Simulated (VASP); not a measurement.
# Zr2Ta (Fd-3m) in VASP: further runs

The runs below take Zr2Ta through single point, relaxation of cell and atoms, with PBE.

Everything below comes from runs of VASP 6.6.1. Logs are shortened: lines on timing, memory, paths and dates and some standing lists are left out, and cuts for length are marked.

## (1) The cell of the first run

The structure is cubic, space group Fd-3m (No. 227). Conventional cell: a = 7.348 Å, b = 7.348 Å, c = 7.348 Å, α = 90.00°, β = 90.00°, γ = 90.00°. Zr (site symmetry -3m) has 6 Zr at 2.60 Å and 6 Ta at 3.05 Å within 3.4 Å. Within 4.0 Å of Ta (site symmetry -43m) lie 12 Zr at 3.05 Å and 4 Ta at 3.18 Å.

## (2) Single point, PBE

Input file INCAR:

```
SYSTEM = Zr2Ta
  PREC = Accurate
  ENCUT = 520
  EDIFF = 1E-7
  ISMEAR = 0
  SIGMA = 0.1
  LREAL = .False.
  LASPH = .True.
  NELM = 60
  ALGO = Normal
  ISIF = 2
  LWAVE = .False.
  LCHARG = .False.
  GGA = PE
  NBANDS = 44
```

Input file KPOINTS:

```
regular mesh
0
Gamma
  4 4 4
  0 0 0
```

Input file POSCAR:

```
Zr2Ta
1.0
    0.0000000000      3.6741176115      3.6741176115
    3.6741176115      0.0000000000      3.6741176115
    3.6741176115      3.6741176115      0.0000000000
Zr Ta
4 2
Direct
    0.6250000000      0.6250000000      0.6250000000
    0.1250000000      0.6250000000      0.6250000000
    0.6250000000      0.6250000000      0.1250000000
    0.6250000000      0.1250000000      0.6250000000
    0.0000000000      0.0000000000      0.0000000000
    0.2500000000      0.2500000000      0.2500000000
```

Potentials or basis: VASP PAW PBE potentials, release 64 (Zr_sv, Ta_pv).

The run is started by

```bash
> cat potpaw_PBE.64/Zr_sv/POTCAR potpaw_PBE.64/Ta_pv/POTCAR > POTCAR
> mpirun -np 1 vasp_std > vasp.out
```

OUTCAR:

```text
SYSTEM = Zr2Ta
   PREC = Accurate
   ENCUT = 520
   EDIFF = 1E-7
   ISMEAR = 0
   LREAL = .False.
   LASPH = .True.
   NELM = 60
   ISIF = 2
   GGA = PE

 ion  position               nearest neighbor table
   1  0.625  0.625  0.625-   2 2.60   3 2.60   4 2.60   3 2.60   4 2.60   2 2.60   6 3.05   5 3.05
                             6 3.05   5 3.05   6 3.05   5 3.05
   2  0.125  0.625  0.625-   1 2.60   3 2.60   4 2.60   1 2.60   3 2.60   4 2.60   6 3.05   5 3.05
                             5 3.05   6 3.05   5 3.05   6 3.05
   3  0.625  0.625  0.125-   1 2.60   1 2.60   2 2.60   4 2.60   4 2.60   2 2.60   6 3.05   5 3.05
                             6 3.05   5 3.05   6 3.05   5 3.05
   4  0.625  0.125  0.625-   1 2.60   3 2.60   1 2.60   2 2.60   3 2.60   2 2.60   6 3.05   5 3.05
                             6 3.05   5 3.05   6 3.05   5 3.05
   5  0.000  0.000  0.000-   1 3.05   1 3.05   1 3.05   2 3.05   3 3.05   4 3.05   4 3.05   2 3.05
                             4 3.05   3 3.05   2 3.05   3 3.05   6 3.18   6 3.18   6 3.18   6 3.18
   6  0.250  0.250  0.250-   2 3.05   3 3.05   4 3.05   1 3.05   1 3.05   1 3.05   2 3.05   2 3.05
                             3 3.05   4 3.05   3 3.05   4 3.05   5 3.18   5 3.18   5 3.18   5 3.18

  LATTYP: Found a face centered cubic cell.
 ALAT       =     7.3482352230

  Lattice vectors:

 A1 = (   0.0000000000,   3.6741176115,   3.6741176115)
 A2 = (   3.6741176115,   0.0000000000,   3.6741176115)
 A3 = (   3.6741176115,   3.6741176115,   0.0000000000)

Analysis of symmetry for initial positions (statically):
=====================================================================
 Subroutine PRICEL returns:
 Original cell was already a primitive cell.

 Routine SETGRP: Setting up the symmetry group for a
 face centered cubic supercell.

 Subroutine GETGRP returns: Found 48 space group operations
 (whereof 24 operations were pure point group operations)
 out of a pool of 48 trial point group operations.

The static configuration has the point symmetry T_d .
 The point group associated with its full space group is O_h .

Analysis of symmetry for dynamics (positions and initial velocities):
=====================================================================
 Subroutine PRICEL returns:
 Original cell was already a primitive cell.

 Routine SETGRP: Setting up the symmetry group for a
 face centered cubic supercell.

 Subroutine GETGRP returns: Found 48 space group operations
 (whereof 24 operations were pure point group operations)
 out of a pool of 48 trial point group operations.

The dynamic configuration has the point symmetry T_d .
 The point group associated with its full space group is O_h .

 Subroutine INISYM returns: Found 48 space group operations
 (whereof 24 operations are pure point group operations),
 and found     1 'primitive' translations

----------------------------------------------------------------------------------------

                                     Primitive cell

  volume of cell :      99.1949

  direct lattice vectors                    reciprocal lattice vectors
     0.000000000  3.674117611  3.674117611    -0.136087097  0.136087097  0.136087097
     3.674117611  0.000000000  3.674117611     0.136087097 -0.136087097  0.136087097
     3.674117611  3.674117611  0.000000000     0.136087097  0.136087097 -0.136087097

  length of vectors
     5.195986956  5.195986956  5.195986956     0.235709766  0.235709766  0.235709766

  position of ions in fractional coordinates (direct lattice)
     0.625000000  0.625000000  0.625000000
     0.125000000  0.625000000  0.625000000
     0.625000000  0.625000000  0.125000000
     0.625000000  0.125000000  0.625000000
     0.000000000  0.000000000  0.000000000
     0.250000000  0.250000000  0.250000000

  ion indices of the primitive-cell ions
   primitive index   ion index
                 1           1
                 2           2
                 3           3
                 4           4
                 5           5
                 6           6

----------------------------------------------------------------------------------------

 KPOINTS: regular mesh

Automatic generation of k-mesh.
 Grid dimensions read from file:
 generate k-points for:    4    4    4

 Generating k-lattice:

  Cartesian coordinates                     Fractional coordinates (reciprocal lattice)
    -0.034021774  0.034021774  0.034021774     0.250000000  0.000000000  0.000000000
     0.034021774 -0.034021774  0.034021774     0.000000000  0.250000000  0.000000000
     0.034021774  0.034021774 -0.034021774     0.000000000  0.000000000  0.250000000

  Length of vectors
     0.058927442  0.058927442  0.058927442

  Shift w.r.t. Gamma in fractional coordinates (k-lattice)
     0.000000000  0.000000000  0.000000000

 Subroutine IBZKPT returns following result:
 ===========================================

 Found      8 irreducible k-points:

 Following reciprocal coordinates:
            Coordinates               Weight
  0.000000  0.000000  0.000000      1.000000
  0.250000  0.000000  0.000000      8.000000
  0.500000  0.000000  0.000000      4.000000
  0.250000  0.250000  0.000000      6.000000
  0.500000  0.250000  0.000000     24.000000
 -0.250000  0.250000  0.000000     12.000000
  0.500000  0.500000  0.000000      3.000000
 -0.250000  0.500000  0.250000      6.000000
   k-points           NKPTS =      8   k-points in BZ     NKDIM =      8   number of bands    NBANDS=     44
   number of dos      NEDOS =    301   number of ions     NIONS =      6
   total plane-waves  NPLWV =  64000
   dimension x,y,z NGX =    40 NGY =   40 NGZ =   40
   dimension x,y,z NGXF=    80 NGYF=   80 NGZF=   80
   ions per type =               4   2
   NGX,Y,Z   is equivalent  to a cutoff of  12.80, 12.80, 12.80 a.u.
   NGXF,Y,Z  is equivalent  to a cutoff of  25.60, 25.60, 25.60 a.u.
 SYSTEM =  Zr2Ta
   PREC   = accura    normal or accurate (medium, high low for compatibility)
   ISTART =      0    job   : 0-new  1-cont  2-samecut
   ICHARG =      2    charge: 1-file 2-atom 10-const
   ISPIN  =      1    spin polarized calculation?
   LNONCOLLINEAR =      F non collinear calculations
   LSORBIT =      F    spin-orbit coupling
   LASPH  =      T    aspherical Exc in radial PAW
   ENCUT  =  520.0 eV  38.22 Ry    6.18 a.u.   9.66  9.66  9.66*2*pi/ulx,y,z
   NELM   =     60;   NELMIN=  2; NELMDL= -5     # of ELM steps
   EDIFF  = 0.1E-06   stopping-criterion for ELM
   LREAL  =      F    real-space projection
   EDIFFG = 0.1E-05   stopping-criterion for IOM
   NSW    =      0    number of steps for IOM
   IBRION =     -1    ionic relax: 0-MD 1-quasi-New 2-CG
   NFREE  =      0    steps in history (QN), initial steepest desc. (CG)
   ISIF   =      2    stress and relaxation
   ISYM   =      2    0-nonsym 1-usesym 2-fastsym
   POTIM  = 0.5000    time-step for ionic-motion
   TEBEG  =    0.0;   TEEND  =   0.0 temperature during run
   PSTRESS=    0.0 pullay stress
   NELECT =      70.0000    total number of electrons
   NUPDOWN=      -1.0000    fix difference up-down
   EMIN   =  10.00;   EMAX   =-10.00  energy-range for DOS
   EFERMI =   0.00;   METHOD = LEGACY
   ISMEAR =     0;   SIGMA  =   0.10  broadening in eV -4-tet -1-fermi 0-gaus
   EFERMI_NEDOS =   21; number of points for ismear=-14 and -15
   IALGO  =     38    algorithm
   IMIX   =      4    mixing-type and parameters
     AMIX     =   0.40;   BMIX     =  1.00
     AMIX_MAG =   1.60;   BMIX_MAG =  1.00
  volume/ion in A,a.u.               =      16.53       111.57
  Fermi-wavevector in a.u.,A,eV,Ry     =   1.457509  2.754292 28.903282  2.124331
  Thomas-Fermi vector in A             =   2.574302
   LORBIT       =      0    0 simple, 1 ext, 2 COOP (PROOUT), +10 PAW based schemes
   GGA     = PE    functional components
   LHFCALC =     F    Hartree Fock is set to
   AEXX    =    0.0000 exact exchange contribution
   IVDW    =     0    specifies the selected vdW correction
   LEPSILON=     F    determine dielectric tensor
   LRPA    =     F    only Hartree local field effects (RPA)
 non-spin polarized calculation
 Gauss-broadening in eV      SIGMA  =   0.10
  energy-cutoff  :      520.00
  volume of cell :       99.19
 maximum number of plane-waves:      2698
 NGX is ok and might be reduce to    40
   NGX = 19   NGY = 19   NGZ = 19

 number of electron      70.0000004 magnetization

 Free energy of the ion-electron system (eV)
  ---------------------------------------------------
  ext. energy  EPLUGINS =         0.00000000
  ---------------------------------------------------
  free energy    TOTEN  =       -51.34333327 eV

  energy without entropy =      -51.31673517  energy(sigma->0) =      -51.33003422

 E-fermi :  10.5778     XC(G=0): -12.8271

 val. band max:       10.5487342673   @ k =   0.2500   0.0000   0.0000
 cond. band min:      10.6221096760   @ k =  -0.2500   0.5000   0.2500
 fundamental gap:      0.0733754087
 Fermi energy:        10.5777851871

 k-point     1 :       0.0000    0.0000    0.0000
  band No.  band energies     occupation
      1     -37.5033      2.00000
      2     -36.5683      2.00000
      3     -36.5683      2.00000
      4     -36.5683      2.00000
      5     -23.3161      2.00000
      6     -23.3161      2.00000
[... 36 lines left out ...]
     43      14.5309      0.00000
     44      15.7619      0.00000

 k-point     2 :       0.2500    0.0000    0.0000
  band No.  band energies     occupation
      1     -37.4141      2.00000
      2     -36.6768      2.00000
      3     -36.5693      2.00000
      4     -36.5693      2.00000
      5     -23.3315      2.00000
      6     -23.3315      2.00000
[... 36 lines left out ...]
     43      14.8239      0.00000
     44      15.4282      0.00000

 k-point     3 :       0.5000    0.0000    0.0000
  band No.  band energies     occupation
      1     -37.2872      2.00000
      2     -36.8230      2.00000
      3     -36.5703      2.00000
      4     -36.5703      2.00000
      5     -23.3451      2.00000
      6     -23.3451      2.00000
[... 224 lines left out ...]
     43      14.7570      0.00000
     44      14.7733      0.00000

 k-point     8 :      -0.2500    0.5000    0.2500
  band No.  band energies     occupation
      1     -37.0601      2.00000
      2     -37.0601      2.00000
      3     -36.5725      2.00000
      4     -36.5725      2.00000
      5     -23.3516      2.00000
      6     -23.3516      2.00000
[... 36 lines left out ...]
     43      13.9156      0.00000
     44      13.9156      0.00000

------------------------ aborting loop because EDIFF is reached ----------------------------------------

  FORCE on cell =-STRESS in cart. coord.  units (eV):
  Direction    XX          YY          ZZ          XY          YZ          ZX
  --------------------------------------------------------------------------------------
  -------------------------------------------------------------------------------------
  Total       27.6708999     27.6708999     27.6708999      0.0000000      0.0000000      0.0000000
  in kB      446.9353516    446.9353516    446.9353516      0.0000000      0.0000000      0.0000000
  external PRESSURE =     446.9353516 kB  Pullay stress =       0.0000000 kB

 VOLUME and BASIS-vectors are now :
 -----------------------------------------------------------------------------
  energy-cutoff  :      520.00
  volume of cell :       99.19
      direct lattice vectors                 reciprocal lattice vectors
     0.000000000  3.674117611  3.674117611    -0.136087097  0.136087097  0.136087097
     3.674117611  0.000000000  3.674117611     0.136087097 -0.136087097  0.136087097
     3.674117611  3.674117611  0.000000000     0.136087097  0.136087097 -0.136087097

 POSITION                                       TOTAL-FORCE (eV/Angst)
 -----------------------------------------------------------------------------------
      4.59265      4.59265      4.59265        -0.000000     -0.000000      0.000000
      4.59265      2.75559      2.75559        -0.000000     -0.000000      0.000000
      2.75559      2.75559      4.59265        -0.000000     -0.000000      0.000000
      2.75559      4.59265      2.75559        -0.000000     -0.000000      0.000000
      0.00000      0.00000      0.00000        -0.000000     -0.000000      0.000000
      1.83706      1.83706      1.83706         0.000000      0.000000     -0.000000
 -----------------------------------------------------------------------------------
    total drift:                                0.000000      0.000000      0.000000

  FREE ENERGIE OF THE ION-ELECTRON SYSTEM (eV)
  ---------------------------------------------------
  free  energy   TOTEN  =       -51.3433332716 eV

  energy  without entropy=      -51.3167351657  energy(sigma->0) =      -51.33003422
```

Wall time 33 s (1 thread of Intel Xeon 6975P-C (Granite Rapids), shared host); peak memory 0.24 GiB.

What came out:

| Property | Result |
| --- | --- |
| Free energy | -51.3433 eV |
| Pressure | 44.7 GPa |
| Band gap on the k mesh | zero (band 35 reaches 11.27 eV, above the bottom of band 36 at 10.45 eV) |

Caveat: the k points lie up to 0.37 Å⁻¹ apart; spin-orbit coupling is left out, which moves the levels of the heavy elements.

## (3) Single point, PBE

This run uses another cell than the first one, of 21.26 Å³/atom, 1.286 times its volume.

Input file INCAR:

```
SYSTEM = Zr2Ta
PREC = Accurate ; ENCUT = 520
EDIFF = 1E-6 ; ISMEAR = 0
SIGMA = 0.1 ; LREAL = .FALSE.
LASPH = .TRUE. ; NELM = 80
ALGO = Fast ; ISIF = 2
LWAVE = .FALSE. ; LCHARG = .FALSE.
GGA = PE ; NBANDS = 44
```

Input file KPOINTS:

```
Automatic mesh
0
G
  4 4 4
  0 0 0
```

Edit POSCAR of step 2 so:

```diff
@@ -2,5 +2,5 @@
 1.0
-    0.0000000000      3.6741176115      3.6741176115
-    3.6741176115      0.0000000000      3.6741176115
-    3.6741176115      3.6741176115      0.0000000000
+    0.0000000000      3.9955457190      3.9955457190
+    3.9955457190      0.0000000000      3.9955457190
+    3.9955457190      3.9955457190      0.0000000000
 Zr Ta
```

Potentials or basis: VASP PAW PBE potentials, release 64 (Zr_sv, Ta_pv).

The run is started by

```bash
> cat potpaw_PBE.64/Zr_sv/POTCAR potpaw_PBE.64/Ta_pv/POTCAR > POTCAR
> mpirun -np 1 vasp_std > vasp.out
```

It took 86 s on 1 thread of Intel Xeon 6975P-C (Granite Rapids), shared host; peak memory 0.27 GiB.

Results (log left out):

```yaml
Free_energy: -54.6479 eV
Pressure: 0.1 GPa
Band_gap_on_the_k_mesh: zero (band 35 reaches 8.04 eV, above the bottom of band 36 at 7.45 eV)
```

Levels at points of the mesh, in eV from the Fermi level:
```csv
k point,band 33,band 34,band 35,band 36,band 37,band 38
"(0.00, 0.00, 0.00)",-0.36,-0.36,0.35,0.35,0.35,1.66
"(0.50, 0.00, 0.00)",-0.05,-0.05,0.12,0.14,0.14,1.04
"(0.50, 0.50, 0.00)",-0.43,-0.43,-0.24,-0.24,0.61,0.61
```

Caveat: spin-orbit coupling is left out, which moves the levels of the heavy elements.

(Continued in part 2 of 2.)
